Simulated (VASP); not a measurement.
# Rb (Pnma) in VASP: single point with PBE

Aim: the single point of Rb with PBE.

Everything below comes from runs of VASP 6.6.1. Logs are shortened: lines on timing, memory, paths and dates and some standing lists are left out, and cuts for length are marked.

### Step 1. The cell of the first run

It takes space group Pnma (No. 62, orthorhombic). The conventional cell has a = 5.740 Å, b = 4.640 Å, c = 12.380 Å, α = 90.00°, β = 90.00°, γ = 90.00°. Rb (site symmetry m) has 6 Rb at 3.56 to 4.64 Å within 4.7 Å.

### Step 2. Single point, PBE

Contents of INCAR:

```
SYSTEM = Rb
ALGO = Normal
EDIFF = 1E-6
ENCUT = 520
GGA = PE
ISIF = 2
ISMEAR = -1
LASPH = .True.
LCHARG = .False.
LREAL = .False.
LWAVE = .False.
NBANDS = 26
NELM = 80
PREC = Accurate
SIGMA = 0.08
```

Contents of KPOINTS:

```
k-points
0
Gamma
  6 7 3
  0 0 0
```

Contents of POSCAR:

```
Rb
1.0
    5.7400000000      0.0000000000      0.0000000000
    0.0000000000      4.6400000000      0.0000000000
    0.0000000000      0.0000000000     12.3800000000
Rb
4
Direct
    0.0470000000      0.2500000000      0.8930000000
    0.4530000000      0.7500000000      0.3930000000
    0.5470000000      0.2500000000      0.6070000000
    0.9530000000      0.7500000000      0.1070000000
```

Potentials or basis: VASP PAW PBE potentials, release 64 (Rb_sv).

On the command line:

```sh
> cat potpaw_PBE.64/Rb_sv/POTCAR > POTCAR
> mpirun -np 1 vasp_std > vasp.out
```

OUTCAR:

```text
SYSTEM = Rb
   EDIFF = 1E-6
   ENCUT = 520
   GGA = PE
   ISIF = 2
   ISMEAR = -1
   LASPH = .True.
   LREAL = .False.
   NELM = 80
   PREC = Accurate

 ion  position               nearest neighbor table
   1  0.047  0.250  0.893-   4 3.56   4 3.56   3 4.56   3 4.56
   2  0.453  0.750  0.393-   3 3.56   3 3.56   4 4.56   4 4.56
   3  0.547  0.250  0.607-   2 3.56   2 3.56   1 4.56   1 4.56
   4  0.953  0.750  0.107-   1 3.56   1 3.56   2 4.56   2 4.56

  LATTYP: Found a simple orthorhombic cell.
 ALAT       =     4.6400000000
 B/A-ratio  =     1.2370689655
 C/A-ratio  =     2.6681034483

  Lattice vectors:

 A1 = (   0.0000000000,  -4.6400000000,   0.0000000000)
 A2 = (   5.7400000000,   0.0000000000,   0.0000000000)
 A3 = (   0.0000000000,   0.0000000000,  12.3800000000)

Analysis of symmetry for initial positions (statically):
=====================================================================
 Subroutine PRICEL returns:
 Original cell was already a primitive cell.

 Routine SETGRP: Setting up the symmetry group for a
 simple orthorhombic supercell.

 Subroutine GETGRP returns: Found  8 space group operations
 (whereof  2 operations were pure point group operations)
 out of a pool of  8 trial point group operations.

The static configuration has the point symmetry S_2 .
 The point group associated with its full space group is D_2h.

Analysis of symmetry for dynamics (positions and initial velocities):
=====================================================================
 Subroutine PRICEL returns:
 Original cell was already a primitive cell.

 Routine SETGRP: Setting up the symmetry group for a
 simple orthorhombic supercell.

 Subroutine GETGRP returns: Found  8 space group operations
 (whereof  2 operations were pure point group operations)
 out of a pool of  8 trial point group operations.

The dynamic configuration has the point symmetry S_2 .
 The point group associated with its full space group is D_2h.

 Subroutine INISYM returns: Found  8 space group operations
 (whereof  2 operations are pure point group operations),
 and found     1 'primitive' translations

----------------------------------------------------------------------------------------

                                     Primitive cell

  volume of cell :     329.7240

  direct lattice vectors                    reciprocal lattice vectors
     5.740000000  0.000000000  0.000000000     0.174216028  0.000000000  0.000000000
     0.000000000  4.640000000  0.000000000     0.000000000  0.215517241  0.000000000
     0.000000000  0.000000000 12.380000000     0.000000000  0.000000000  0.080775444

  length of vectors
     5.740000000  4.640000000 12.380000000     0.174216028  0.215517241  0.080775444

  position of ions in fractional coordinates (direct lattice)
     0.047000000  0.250000000  0.893000000
     0.453000000  0.750000000  0.393000000
     0.547000000  0.250000000  0.607000000
     0.953000000  0.750000000  0.107000000

  ion indices of the primitive-cell ions
   primitive index   ion index
                 1           1
                 2           2
                 3           3
                 4           4

----------------------------------------------------------------------------------------

 KPOINTS: k-points

Automatic generation of k-mesh.
 Grid dimensions read from file:
 generate k-points for:    6    7    3

 Generating k-lattice:

  Cartesian coordinates                     Fractional coordinates (reciprocal lattice)
     0.029036005  0.000000000  0.000000000     0.166666667  0.000000000  0.000000000
     0.000000000  0.030788177  0.000000000     0.000000000  0.142857143  0.000000000
     0.000000000  0.000000000  0.026925148     0.000000000  0.000000000  0.333333333

  Length of vectors
     0.029036005  0.030788177  0.026925148

  Shift w.r.t. Gamma in fractional coordinates (k-lattice)
     0.000000000  0.000000000  0.000000000

 Subroutine IBZKPT returns following result:
 ===========================================

 Found     32 irreducible k-points:

 Following reciprocal coordinates:
            Coordinates               Weight
  0.000000  0.000000  0.000000      1.000000
  0.166667  0.000000  0.000000      2.000000
  0.333333  0.000000  0.000000      2.000000
  0.500000  0.000000  0.000000      1.000000
  0.000000  0.142857  0.000000      2.000000
  0.166667  0.142857  0.000000      4.000000
[... 16 lines left out ...]
  0.333333  0.142857  0.333333      8.000000
  0.500000  0.142857  0.333333      4.000000
 [... further k-points ...]
   k-points           NKPTS =     32   k-points in BZ     NKDIM =     32   number of bands    NBANDS=     26
   number of dos      NEDOS =    301   number of ions     NIONS =      4
   total plane-waves  NPLWV = 165888
   dimension x,y,z NGX =    48 NGY =   36 NGZ =   96
   dimension x,y,z NGXF=    96 NGYF=   72 NGZF=  192
   ions per type =               4
   NGX,Y,Z   is equivalent  to a cutoff of  13.90, 12.90, 12.89 a.u.
   NGXF,Y,Z  is equivalent  to a cutoff of  27.80, 25.80, 25.78 a.u.
 SYSTEM =  Rb
   PREC   = accura    normal or accurate (medium, high low for compatibility)
   ISTART =      0    job   : 0-new  1-cont  2-samecut
   ICHARG =      2    charge: 1-file 2-atom 10-const
   ISPIN  =      1    spin polarized calculation?
   LNONCOLLINEAR =      F non collinear calculations
   LSORBIT =      F    spin-orbit coupling
   LASPH  =      T    aspherical Exc in radial PAW
   ENCUT  =  520.0 eV  38.22 Ry    6.18 a.u.  10.67  8.63 23.02*2*pi/ulx,y,z
   NELM   =     80;   NELMIN=  2; NELMDL= -5     # of ELM steps
   EDIFF  = 0.1E-05   stopping-criterion for ELM
   LREAL  =      F    real-space projection
   EDIFFG = 0.1E-04   stopping-criterion for IOM
   NSW    =      0    number of steps for IOM
   IBRION =     -1    ionic relax: 0-MD 1-quasi-New 2-CG
   NFREE  =      0    steps in history (QN), initial steepest desc. (CG)
   ISIF   =      2    stress and relaxation
   ISYM   =      2    0-nonsym 1-usesym 2-fastsym
   POTIM  = 0.5000    time-step for ionic-motion
   TEBEG  =    0.0;   TEEND  =   0.0 temperature during run
   PSTRESS=    0.0 pullay stress
   NELECT =      36.0000    total number of electrons
   NUPDOWN=      -1.0000    fix difference up-down
   EMIN   =  10.00;   EMAX   =-10.00  energy-range for DOS
   EFERMI =   0.00;   METHOD = LEGACY
   ISMEAR =    -1;   SIGMA  =   0.08  broadening in eV -4-tet -1-fermi 0-gaus
   EFERMI_NEDOS =   21; number of points for ismear=-14 and -15
   IALGO  =     38    algorithm
   IMIX   =      4    mixing-type and parameters
     AMIX     =   0.40;   BMIX     =  1.00
     AMIX_MAG =   1.60;   BMIX_MAG =  1.00
  volume/ion in A,a.u.               =      82.43       556.27
  Fermi-wavevector in a.u.,A,eV,Ry     =   0.782454  1.478624  8.329953  0.612234
  Thomas-Fermi vector in A             =   1.886181
   LORBIT       =      0    0 simple, 1 ext, 2 COOP (PROOUT), +10 PAW based schemes
   GGA     = PE    functional components
   LHFCALC =     F    Hartree Fock is set to
   AEXX    =    0.0000 exact exchange contribution
   IVDW    =     0    specifies the selected vdW correction
   LEPSILON=     F    determine dielectric tensor
   LRPA    =     F    only Hartree local field effects (RPA)
 non-spin polarized calculation
  energy-cutoff  :      520.00
  volume of cell :      329.72
 maximum number of plane-waves:      8905
 NGX is ok and might be reduce to    48
   NGX = 21   NGY = 17   NGZ = 47

 number of electron      36.0000000 magnetization

 Free energy of the ion-electron system (eV)
  ---------------------------------------------------
  ext. energy  EPLUGINS =         0.00000000
  ---------------------------------------------------
  free energy    TOTEN  =        -2.38680196 eV

  energy without entropy =       -2.31506215  energy(sigma->0) =       -2.35093205

 E-fermi :   0.3295     XC(G=0):  -5.6783

 val. band max:        0.3265807002   @ k =   0.3333   0.4286   0.3333
 cond. band min:       0.4082335183   @ k =   0.1667   0.1429   0.3333
 fundamental gap:      0.0816528181
 Fermi energy:         0.3294727071

 k-point     1 :       0.0000    0.0000    0.0000
  band No.  band energies     occupation
      1     -29.0776      2.00000
      2     -29.0728      2.00000
      3     -28.9803      2.00000
      4     -28.9753      2.00000
      5     -13.4726      2.00000
      6     -13.4121      2.00000
[... 18 lines left out ...]
     25       2.7561      0.00000
     26       2.9750      0.00000

 k-point     2 :       0.1667    0.0000    0.0000
  band No.  band energies     occupation
      1     -29.0773      2.00000
      2     -29.0730      2.00000
      3     -28.9799      2.00000
      4     -28.9756      2.00000
      5     -13.4690      2.00000
      6     -13.4170      2.00000
[... 18 lines left out ...]
     25       2.7100      0.00000
     26       2.7642      0.00000

 k-point     3 :       0.3333    0.0000    0.0000
  band No.  band energies     occupation
      1     -29.0763      2.00000
      2     -29.0738      2.00000
      3     -28.9790      2.00000
      4     -28.9765      2.00000
      5     -13.4591      2.00000
      6     -13.4295      2.00000
[... 18 lines left out ...]
     25       2.5986      0.00000
     26       2.6176      0.00000

 k-point     4 :       0.5000    0.0000    0.0000
  band No.  band energies     occupation
      1     -29.0750      2.00000
      2     -29.0750      2.00000
      3     -28.9777      2.00000
      4     -28.9777      2.00000
      5     -13.4449      2.00000
      6     -13.4449      2.00000
[... 18 lines left out ...]
     25       2.5562      0.00000
     26       2.5562      0.00000

 k-point     5 :       0.0000    0.1429    0.0000
  band No.  band energies     occupation
      1     -29.0720      2.00000
      2     -29.0672      2.00000
      3     -28.9843      2.00000
      4     -28.9793      2.00000
      5     -13.4746      2.00000
      6     -13.4182      2.00000
[... 18 lines left out ...]
     25       2.8141      0.00000
     26       2.8657      0.00000

 k-point     6 :       0.1667    0.1429    0.0000
  band No.  band energies     occupation
      1     -29.0717      2.00000
      2     -29.0675      2.00000
      3     -28.9840      2.00000
      4     -28.9796      2.00000
      5     -13.4712      2.00000
      6     -13.4226      2.00000
[... 427 lines left out ...]
 k-point    21 :       0.0000    0.1429    0.3333
  band No.  band energies     occupation
      1     -29.0709      2.00000
      2     -29.0685      2.00000
      3     -28.9830      2.00000
      4     -28.9805      2.00000
      5     -13.4620      2.00000
      6     -13.4341      2.00000
[... 18 lines left out ...]
     25       2.7125      0.00000
     26       2.9183      0.00000

 k-point    22 :       0.1667    0.1429    0.3333
  band No.  band energies     occupation
      1     -29.0707      2.00000
      2     -29.0686      2.00000
      3     -28.9828      2.00000
      4     -28.9807      2.00000
      5     -13.4601      2.00000
      6     -13.4359      2.00000
[... 18 lines left out ...]
     25       2.4431      0.00000
     26       2.7918      0.00000

 k-point    23 :       0.3333    0.1429    0.3333
  band No.  band energies     occupation
      1     -29.0701      2.00000
      2     -29.0689      2.00000
      3     -28.9823      2.00000
      4     -28.9811      2.00000
      5     -13.4548      2.00000
      6     -13.4409      2.00000
[... 18 lines left out ...]
     25       2.2497      0.00000
     26       2.5054      0.00000

 k-point    24 :       0.5000    0.1429    0.3333
  band No.  band energies     occupation
      1     -29.0694      2.00000
      2     -29.0694      2.00000
      3     -28.9817      2.00000
      4     -28.9817      2.00000
      5     -13.4478      2.00000
      6     -13.4478      2.00000
[... 18 lines left out ...]
     25       2.2926      0.00000
     26       2.2926      0.00000

 [... further k-points ...]

------------------------ aborting loop because EDIFF is reached ----------------------------------------

  FORCE on cell =-STRESS in cart. coord.  units (eV):
  Direction    XX          YY          ZZ          XY          YZ          ZX
  --------------------------------------------------------------------------------------
  -------------------------------------------------------------------------------------
  Total       -1.1706461      3.8190705      4.2716632      0.0000000      0.0000000      0.0000000
  in kB       -5.6883418     18.5574262     20.7566406      0.0000000      0.0000000      0.0000000
  external PRESSURE =      11.2085750 kB  Pullay stress =       0.0000000 kB

 VOLUME and BASIS-vectors are now :
 -----------------------------------------------------------------------------
  energy-cutoff  :      520.00
  volume of cell :      329.72
      direct lattice vectors                 reciprocal lattice vectors
     5.740000000  0.000000000  0.000000000     0.174216028  0.000000000  0.000000000
     0.000000000  4.640000000  0.000000000     0.000000000  0.215517241  0.000000000
     0.000000000  0.000000000 12.380000000     0.000000000  0.000000000  0.080775444

 POSITION                                       TOTAL-FORCE (eV/Angst)
 -----------------------------------------------------------------------------------
      0.26978      1.16000     11.05534         0.202039      0.000000     -0.738894
      2.60022      3.48000      4.86534        -0.202039     -0.000000     -0.738894
      3.13978      1.16000      7.51466         0.202039      0.000000      0.738894
      5.47022      3.48000      1.32466        -0.202039     -0.000000      0.738894
 -----------------------------------------------------------------------------------
    total drift:                                0.000000      0.000000      0.000000

  FREE ENERGIE OF THE ION-ELECTRON SYSTEM (eV)
  ---------------------------------------------------
  free  energy   TOTEN  =        -2.3868019595 eV

  energy  without entropy=       -2.3150621486  energy(sigma->0) =       -2.35093205
```

Wall time 2.1 min (1 thread of Intel Xeon Platinum 8488C (Sapphire Rapids), shared host); peak memory 0.52 GiB.

What came out:

```yaml
Free_energy: -2.3868 eV
Pressure: 1.1 GPa
Largest_force: 0.766 eV/Å
Band_gap_on_the_k_mesh: zero (bands 18 and 19 overlap by 1.41 eV)
```

Forces in eV/Å, atoms in the order of the input:
```
Rb   0.202  0.000 -0.739
Rb  -0.202  0.000 -0.739
Rb   0.202  0.000  0.739
Rb  -0.202  0.000  0.739
```

Stress tensor (GPa, compression positive):
```
-0.57  0.00  0.00
 0.00  1.86  0.00
 0.00  0.00  2.08
```

Levels at points of the mesh, in eV from the Fermi level:
```
           k point  band 16  band 17  band 18  band 19  band 20  band 21
(0.00, 0.00, 0.00)   -13.22    -2.12    -1.00    -0.86     0.74     1.32
(0.50, 0.00, 0.00)   -13.24    -0.86    -0.86     0.10     0.10     0.30
```
